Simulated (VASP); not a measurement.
Runs of VASP 6.6.1 on BP (e600). The structure is that of space group F-43m (No. 216), or close to it. The cells are those of the table. 

| task | cell | smearing | gap on the mesh (eV) | pressure (GPa) |
| --- | --- | --- | --- | --- |
| single point | a = 3.117 Å, angles 60.0°, 2 atoms | gaussian 0.02 eV | (d) | 18.0 |
| single point | a = 3.150 Å, angles 60.0°, 2 atoms | gaussian 0.02 eV | 1.16 | 11.0 |
| single point | a = 3.237 Å, angles 60.0°, 2 atoms | gaussian 0.01 eV | (b) | -3.3 |
| single point | a = 3.310 Å, angles 60.0°, 2 atoms | gaussian 0.02 eV | (c) | -12.0 |
| single point | a = 3.195 Å, angles 60.0°, 2 atoms | gaussian 0.01 eV | 1.22 | (a) |
| relaxation of cell and atoms | relaxed from a = 3.209 Å, angles 60.0°, 2 atoms | gaussian 0.02 eV | 1.25 | 0.0 |

Alike in all rows: level PBE; potentials or basis VASP PAW PBE potentials, release 64 (B, P); no spin polarisation; k mesh 10 × 10 × 10; cutoff (eV) 500.

Question: Fill in the values left out.

Answer: (a) 3.2; (b) 1.28; (c) 1.36; (d) 1.12.

A k mesh can miss the band edges.
